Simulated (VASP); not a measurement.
# Fe (Im-3m) in VASP: notebook

The runs below take Fe through single point, with r2SCAN.

All numbers are computed with VASP 6.6.1; they aren't measurements. Logs are shortened: lines on timing, memory, paths and dates and some standing lists are left out, and cuts for length are marked.

### 1 The cell of the first run

It takes space group Im-3m (No. 229, cubic). Conventional cell: a = 2.886 Å, b = 2.886 Å, c = 2.886 Å, α = 90.00°, β = 90.00°, γ = 90.00°. Within 3.3 Å of Fe (site symmetry m-3m) lie 14 Fe at 2.50 to 2.89 Å.

### 2 Single point, r2SCAN, collinear spin, zero start

POSCAR

```
Fe
1.0
   -1.4430000000      1.4430000000      1.4430000000
    1.4430000000     -1.4430000000      1.4430000000
    1.4430000000      1.4430000000     -1.4430000000
Fe
1
Direct
    0.0000000000      0.0000000000      0.0000000000
```

INCAR.step1

```
ALGO     = Normal         # electronic algorithm
EDIFF    = 1E-4           # SCF threshold, eV
ENCUT    = 520            # plane-wave cutoff, eV
GGA      = PE             # functional
ISMEAR   = 0              # smearing method
ISPIN    = 2              # spin polarisation
LASPH    = T              # aspherical terms in the spheres
LCHARG   = F              # write CHGCAR
LMAXMIX  = 4              # l up to which the mixer works
LREAL    = F              # projectors in reciprocal space
LWAVE    = T              # write WAVECAR
MAGMOM   = 0              # initial moments
NBANDS   = 14             # bands
NELM     = 150            # most SCF steps
NUPDOWN  = 0.0            # fixed moment
PREC     = Accurate       # precision mode
SIGMA    = 0.05           # smearing width, eV
```

INCAR.step2

```
ALGO     = Normal         # electronic algorithm
EDIFF    = 1E-6           # SCF threshold, eV
ENCUT    = 520            # plane-wave cutoff, eV
ISIF     = 2              # what is computed and relaxed
ISMEAR   = 0              # smearing method
ISPIN    = 2              # spin polarisation
ISTART   = 1            
LASPH    = T              # aspherical terms in the spheres
LCHARG   = F              # write CHGCAR
LMAXMIX  = 4              # l up to which the mixer works
LMIXTAU  = T            
LORBIT   = 11             # projections on sites
LREAL    = F              # projectors in reciprocal space
LWAVE    = F              # write WAVECAR
MAGMOM   = 0              # initial moments
METAGGA  = R2SCAN         # meta-GGA
NBANDS   = 14             # bands
NELM     = 150            # most SCF steps
NUPDOWN  = 0.0            # fixed moment
PREC     = Accurate       # precision mode
SIGMA    = 0.05           # smearing width, eV
```

KPOINTS

```
k-points
0
Gamma
  12 12 12
```

Potentials or basis: VASP PAW PBE potentials, release 64 (Fe).

On the command line:

```bash
> cat potpaw_PBE.64/Fe/POTCAR > POTCAR
> cp INCAR.step1 INCAR
> mpirun -np 1 vasp_std > vasp.out
> cp INCAR.step2 INCAR
> mpirun -np 1 vasp_std > vasp.out
```

OUTCAR:

```text
EDIFF = 1E-6
   ENCUT = 520
   ISIF = 2
   ISMEAR = 0
   ISPIN = 2
   ISTART = 1
   LASPH = T
   LORBIT = 11
   LREAL = F
   METAGGA = R2SCAN
   NELM = 150
   NUPDOWN = 0.0
   PREC = Accurate

 ion  position               nearest neighbor table
   1  0.000  0.000  0.000-

  LATTYP: Found a body centered cubic cell.
 ALAT       =     2.8860000000

  Lattice vectors:

 A1 = (  -1.4430000000,   1.4430000000,   1.4430000000)
 A2 = (   1.4430000000,  -1.4430000000,   1.4430000000)
 A3 = (   1.4430000000,   1.4430000000,  -1.4430000000)

Analysis of symmetry for initial positions (statically):
=====================================================================
 Subroutine PRICEL returns:
 Original cell was already a primitive cell.

 Routine SETGRP: Setting up the symmetry group for a
 body centered cubic supercell.

 Subroutine GETGRP returns: Found 48 space group operations
 (whereof 48 operations were pure point group operations)
 out of a pool of 48 trial point group operations.

The static configuration has the point symmetry O_h .

Analysis of symmetry for dynamics (positions and initial velocities):
=====================================================================
 Subroutine PRICEL returns:
 Original cell was already a primitive cell.

 Routine SETGRP: Setting up the symmetry group for a
 body centered cubic supercell.

 Subroutine GETGRP returns: Found 48 space group operations
 (whereof 48 operations were pure point group operations)
 out of a pool of 48 trial point group operations.

The dynamic configuration has the point symmetry O_h .

Analysis of structural, dynamic, and magnetic symmetry:
=====================================================================
 Subroutine PRICEL returns:
 Original cell was already a primitive cell.

 Routine SETGRP: Setting up the symmetry group for a
 body centered cubic supercell.

 Subroutine GETGRP returns: Found 48 space group operations
 (whereof 48 operations were pure point group operations)
 out of a pool of 48 trial point group operations.

The overall configuration has the point symmetry O_h .

 Subroutine INISYM returns: Found 48 space group operations
 (whereof 48 operations are pure point group operations),
 and found     1 'primitive' translations

----------------------------------------------------------------------------------------

                                     Primitive cell

  volume of cell :      12.0187

  direct lattice vectors                    reciprocal lattice vectors
    -1.443000000  1.443000000  1.443000000     0.000000000  0.346500347  0.346500347
     1.443000000 -1.443000000  1.443000000     0.346500347  0.000000000  0.346500347
     1.443000000  1.443000000 -1.443000000     0.346500347  0.346500347  0.000000000

  length of vectors
     2.499349315  2.499349315  2.499349315     0.490025489  0.490025489  0.490025489

  position of ions in fractional coordinates (direct lattice)
     0.000000000  0.000000000  0.000000000

  ion indices of the primitive-cell ions
   primitive index   ion index
                 1           1

----------------------------------------------------------------------------------------

 KPOINTS: k-points

Automatic generation of k-mesh.
 Grid dimensions read from file:
 generate k-points for:   12   12   12

 Generating k-lattice:

  Cartesian coordinates                     Fractional coordinates (reciprocal lattice)
     0.000000000  0.028875029  0.028875029     0.083333333  0.000000000  0.000000000
     0.028875029  0.000000000  0.028875029     0.000000000  0.083333333  0.000000000
     0.028875029  0.028875029  0.000000000     0.000000000  0.000000000  0.083333333

  Length of vectors
     0.040835457  0.040835457  0.040835457

  Shift w.r.t. Gamma in fractional coordinates (k-lattice)
     0.000000000  0.000000000  0.000000000

 Subroutine IBZKPT returns following result:
 ===========================================

 Found     72 irreducible k-points:

 Following reciprocal coordinates:
            Coordinates               Weight
  0.000000  0.000000  0.000000      1.000000
  0.083333  0.000000  0.000000     12.000000
  0.166667  0.000000  0.000000     12.000000
  0.250000  0.000000  0.000000     12.000000
  0.333333  0.000000  0.000000     12.000000
  0.416667  0.000000  0.000000     12.000000
[... 16 lines left out ...]
  0.333333  0.083333  0.083333     24.000000
  0.416667  0.083333  0.083333     12.000000
 [... further k-points ...]
   k-points           NKPTS =     72   k-points in BZ     NKDIM =     72   number of bands    NBANDS=     14
   number of dos      NEDOS =    301   number of ions     NIONS =      1
   total plane-waves  NPLWV =   8000
   dimension x,y,z NGX =    20 NGY =   20 NGZ =   20
   dimension x,y,z NGXF=    40 NGYF=   40 NGZF=   40
   ions per type =               1
   NGX,Y,Z   is equivalent  to a cutoff of  13.30, 13.30, 13.30 a.u.
   NGXF,Y,Z  is equivalent  to a cutoff of  26.61, 26.61, 26.61 a.u.
 SYSTEM =  unknown system
   PREC   = accura    normal or accurate (medium, high low for compatibility)
   ISTART =      1    job   : 0-new  1-cont  2-samecut
   ICHARG =      0    charge: 1-file 2-atom 10-const
   ISPIN  =      2    spin polarized calculation?
   LNONCOLLINEAR =      F non collinear calculations
   LSORBIT =      F    spin-orbit coupling
   LASPH  =      T    aspherical Exc in radial PAW
   ENCUT  =  520.0 eV  38.22 Ry    6.18 a.u.   4.65  4.65  4.65*2*pi/ulx,y,z
   NELM   =    150;   NELMIN=  2; NELMDL=  0     # of ELM steps
   EDIFF  = 0.1E-05   stopping-criterion for ELM
   LREAL  =      F    real-space projection
   EDIFFG = 0.1E-04   stopping-criterion for IOM
   NSW    =      0    number of steps for IOM
   IBRION =     -1    ionic relax: 0-MD 1-quasi-New 2-CG
   NFREE  =      0    steps in history (QN), initial steepest desc. (CG)
   ISIF   =      2    stress and relaxation
   ISYM   =      2    0-nonsym 1-usesym 2-fastsym
   POTIM  = 0.5000    time-step for ionic-motion
   TEBEG  =    0.0;   TEEND  =   0.0 temperature during run
   PSTRESS=    0.0 pullay stress
   NELECT =       8.0000    total number of electrons
   NUPDOWN=       0.0000    fix difference up-down
   EMIN   =  10.00;   EMAX   =-10.00  energy-range for DOS
   EFERMI =   0.00;   METHOD = LEGACY
   ISMEAR =     0;   SIGMA  =   0.05  broadening in eV -4-tet -1-fermi 0-gaus
   EFERMI_NEDOS =   21; number of points for ismear=-14 and -15
   IALGO  =     38    algorithm
   IMIX   =      4    mixing-type and parameters
     AMIX     =   0.40;   BMIX     =  1.00
     AMIX_MAG =   1.60;   BMIX_MAG =  1.00
  volume/ion in A,a.u.               =      12.02        81.11
  Fermi-wavevector in a.u.,A,eV,Ry     =   1.429394  2.701162 27.798962  2.043166
  Thomas-Fermi vector in A             =   2.549352
   LORBIT       =     11    0 simple, 1 ext, 2 COOP (PROOUT), +10 PAW based schemes
   METAGGA = R2SCAN    functional components
   LHFCALC =     F    Hartree Fock is set to
   AEXX    =    0.0000 exact exchange contribution
   IVDW    =     0    specifies the selected vdW correction
   LEPSILON=     F    determine dielectric tensor
   LRPA    =     F    only Hartree local field effects (RPA)
 spin polarized calculation
 Gauss-broadening in eV      SIGMA  =   0.05
  energy-cutoff  :      520.00
  volume of cell :       12.02
 maximum number of plane-waves:       339
   NGX =  9   NGY =  9   NGZ =  9

 number of electron       7.9999995 magnetization      -0.0000000

 number of electron       7.9999995 magnetization       0.0000000

 Free energy of the ion-electron system (eV)
  ---------------------------------------------------
  ext. energy  EPLUGINS =         0.00000000
  ---------------------------------------------------
  free energy    TOTEN  =       -13.06976913 eV

  energy without entropy =      -13.06596046  energy(sigma->0) =      -13.06786479

 E-fermi :   5.1973     XC(G=0): -13.9429

 val. band max:        5.1971344793   @ k =  -0.2500   0.3333   0.0833
 cond. band min:       5.2110600788   @ k =   0.4167   0.0833   0.0833
 fundamental gap:      0.0139255995
 Fermi energy:         5.1973227602

 spin component 1

 k-point     1 :       0.0000    0.0000    0.0000
  band No.  band energies     occupation
      1      -3.3871      1.00000
      2       3.5733      1.00000
      3       3.5733      1.00000
      4       3.5733      1.00000
      5       5.2186      0.27373
      6       5.2186      0.27371
      7      30.6420      0.00000
      8      30.6420      0.00000
      9      30.6420      0.00000
     10      35.6037      0.00000
     11      35.6037      0.00000
     12      37.6903      0.00000
     13      37.6903      0.00000
     14      37.6903      0.00000
[... 375 lines left out ...]
 k-point    24 :       0.4167    0.0833    0.0833
  band No.  band energies     occupation
      1       1.2078      1.00000
      2       2.4051      1.00000
      3       4.1702      1.00000
      4       5.2111      0.34880
      5       5.4281      0.00000
      6       8.1266      0.00000
      7      12.8505      0.00000
      8      21.1547      0.00000
      9      22.6266      0.00000
     10      32.1195      0.00000
     11      36.4356      0.00000
     12      40.9092      0.00000
     13      44.5863      0.00000
     14      46.7127      0.00000

 [... further k-points ...]

 spin component 2

 k-point     1 :       0.0000    0.0000    0.0000
  band No.  band energies     occupation
      1      -3.3871      1.00000
      2       3.5733      1.00000
      3       3.5733      1.00000
      4       3.5733      1.00000
      5       5.2186      0.27373
      6       5.2186      0.27371
      7      30.6420      0.00000
      8      30.6420      0.00000
      9      30.6420      0.00000
     10      35.6037      0.00000
     11      35.6037      0.00000
     12      37.6903      0.00000
     13      37.6903      0.00000
     14      37.6903      0.00000
[... 375 lines left out ...]
 k-point    24 :       0.4167    0.0833    0.0833
  band No.  band energies     occupation
      1       1.2078      1.00000
      2       2.4051      1.00000
      3       4.1702      1.00000
      4       5.2111      0.34880
      5       5.4281      0.00000
      6       8.1266      0.00000
      7      12.8505      0.00000
      8      21.1547      0.00000
      9      22.6266      0.00000
     10      32.1195      0.00000
     11      36.4356      0.00000
     12      40.9092      0.00000
     13      44.5863      0.00000
     14      46.7127      0.00000

 [... further k-points ...]
[... 5 lines left out ...]
  --------------------------------------------------------------------------------------
  -------------------------------------------------------------------------------------
  Total       -2.5444328     -2.5444328     -2.5444328     -0.0000000      0.0000000      0.0000000
  in kB     -339.1896437   -339.1896437   -339.1896437     -0.0000000      0.0000000      0.0000000
  external PRESSURE =    -339.1896437 kB  Pullay stress =       0.0000000 kB

 VOLUME and BASIS-vectors are now :
 -----------------------------------------------------------------------------
  energy-cutoff  :      520.00
  volume of cell :       12.02
      direct lattice vectors                 reciprocal lattice vectors
    -1.443000000  1.443000000  1.443000000     0.000000000  0.346500347  0.346500347
     1.443000000 -1.443000000  1.443000000     0.346500347  0.000000000  0.346500347
     1.443000000  1.443000000 -1.443000000     0.346500347  0.346500347  0.000000000

 POSITION                                       TOTAL-FORCE (eV/Angst)
 -----------------------------------------------------------------------------------
      0.00000      0.00000      0.00000        -0.000000      0.000000      0.000000
 -----------------------------------------------------------------------------------
    total drift:                                0.000000     -0.000000      0.000000

  FREE ENERGIE OF THE ION-ELECTRON SYSTEM (eV)
  ---------------------------------------------------
  free  energy   TOTEN  =       -13.0697691277 eV

  energy  without entropy=      -13.0659604598  energy(sigma->0) =      -13.06786479

 total charge

# of ion       s       p       d       tot
------------------------------------------
    1        0.459   0.499   6.200   7.158

 magnetization (x)

# of ion       s       p       d       tot
------------------------------------------
    1        0.000  -0.000  -0.000  -0.000
```

Run time: 2.1 min. Hardware: 1 thread of AMD EPYC 7R13, shared host; peak memory 0.12 GiB.

What came out:

```
Free energy                                           : -13.0698 eV
Pressure                                              : -33.9 GPa
Net moment                                            : 0.00 μB per cell
Valence electrons inside the program's atomic spheres : Fe 7.16
```

Caveat: the PAW data sets were made with another functional, which shifts forces and pressure a little; the total moment is fixed, so each spin has its own Fermi level.

### 3 Single point, r2SCAN, collinear spin, ferromagnetic start

POSCAR is that of step 2.

INCAR.step1

```
ALGO = Normal
EDIFF = 1E-4
ENCUT = 520
GGA = PE
ISMEAR = 0
ISPIN = 2
LASPH = True
LCHARG = False
LMAXMIX = 4
LREAL = False
LWAVE = True
MAGMOM = 4
NBANDS = 14
NELM = 150
PREC = Accurate
SIGMA = 0.05
```

INCAR.step2

```
ALGO = Normal
EDIFF = 1E-6
ENCUT = 520
ISIF = 2
ISMEAR = 0
ISPIN = 2
ISTART = 1
LASPH = True
LCHARG = False
LMAXMIX = 4
LMIXTAU = True
LORBIT = 11
LREAL = False
LWAVE = False
MAGMOM = 4
METAGGA = R2SCAN
NBANDS = 14
NELM = 150
PREC = Accurate
SIGMA = 0.05
```

KPOINTS is that of step 2.

Potentials or basis: VASP PAW PBE potentials, release 64 (Fe).

On the command line:

```bash
> cat potpaw_PBE.64/Fe/POTCAR > POTCAR
> cp INCAR.step1 INCAR
> mpirun -np 1 vasp_std > vasp.out
> cp INCAR.step2 INCAR
> mpirun -np 1 vasp_std > vasp.out
```

Run time: 2.3 min. Hardware: 1 thread of AMD EPYC 7R13, shared host; peak memory 0.12 GiB.

The run converged. Its results:

* Free energy: -14.3534 eV
* Pressure: -2.4 GPa
* Net moment: 2.71 μB per cell
* Site moments: Fe +2.79 μB
* Valence electrons inside the program's atomic spheres: Fe 7.16

Levels at points of the mesh, in eV from the Fermi level:
Spin up:
```csv
k point,band 2,band 3,band 4,band 5,band 6,band 7,band 8,band 9
"(0.00, 0.00, 0.00)",-3.10,-3.10,-3.10,-1.93,-1.93,25.39,25.39,25.39
"(0.50, 0.00, 0.00)",-4.06,-1.89,-1.78,-0.66,0.54,6.65,18.57,19.85
"(0.50, 0.50, 0.50)",-5.24,-0.91,-0.91,-0.91,9.76,9.76,9.76,15.25
```
Spin down:
```
           k point  band 1  band 2  band 3  band 4  band 5  band 6
(0.00, 0.00, 0.00)   -9.02    0.42    0.42    0.42    2.55    2.55
(0.50, 0.00, 0.00)   -3.40   -0.96   -0.03    2.39    2.83    3.38
(0.50, 0.50, 0.50)   -2.55   -2.55    3.08    3.08    3.08   10.13
```

Caveat: the PAW data sets were made with another functional, which shifts forces and pressure a little.

### 4 Single point, r2SCAN, collinear spin, ferromagnetic start

POSCAR is that of step 3.

INCAR.step1

```
SYSTEM = Fe
PREC = Accurate ; ENCUT = 520
ISMEAR = 0 ; SIGMA = 0.05
LREAL = .False. ; LASPH = .True.
NELM = 150 ; ISPIN = 2
MAGMOM = 4 ; NUPDOWN = 4.0
LMAXMIX = 4 ; NBANDS = 14
GGA = PE ; ALGO = Normal
EDIFF = 1E-4 ; LWAVE = .True.
LCHARG = .False.
```

INCAR.step2

```
SYSTEM = Fe
PREC = Accurate ; ENCUT = 520
EDIFF = 1E-7 ; ISMEAR = 0
SIGMA = 0.05 ; LREAL = .False.
LASPH = .True. ; NELM = 150
ALGO = Normal ; ISIF = 2
LWAVE = .False. ; LCHARG = .False.
ISPIN = 2 ; MAGMOM = 4
LORBIT = 11 ; NUPDOWN = 4.0
LMAXMIX = 4 ; METAGGA = R2SCAN
LMIXTAU = .True. ; NBANDS = 14
ISTART = 1
```

KPOINTS

```
regular mesh
0
Gamma
  12 12 12
  0 0 0
```

On the command line:

```bash
> cat potpaw_PBE.64/Fe/POTCAR > POTCAR
> cp INCAR.step1 INCAR
> mpirun -np 1 vasp_std > vasp.out
> cp INCAR.step2 INCAR
> mpirun -np 1 vasp_std > vasp.out
```

It took 2.7 min on 1 thread of AMD EPYC 7R13, shared host; peak memory 0.12 GiB.

Results (log left out):

| Quantity | Value |
| --- | --- |
| Free energy | -12.6471 eV |
| Pressure | 46.3 GPa |
| Net moment | 4.00 μB per cell |
| Site moments | Fe +3.87 μB |
| Valence electrons inside the program's atomic spheres | Fe 7.12 |

Caveat: the PAW data sets were made with another functional, which shifts forces and pressure a little; the total moment is fixed, so each spin has its own Fermi level.

### 5 Overview

| spin | fixed moment (μB) | pressure (GPa) | moment (μB) |
| --- | --- | --- | --- |
| collinear, zero start | 0.0 | -33.9 | 0.00 |
| collinear, ferromagnetic start | - | -2.4 | 2.71 |
| collinear, ferromagnetic start | 4.0 | 46.3 | 4.00 |

Alike in all rows: task single point; level r2SCAN; potentials or basis VASP PAW PBE potentials, release 64 (Fe); cell as given; k mesh 12 × 12 × 12; cutoff (eV) 520; smearing gaussian 0.05 eV.

Caveats: the PAW data sets were made with another functional, which shifts forces and pressure a little; the total moment is fixed, so each spin has its own Fermi level (some runs).

Total energies depend on the potentials used, so only differences within one code and one set of settings carry meaning.
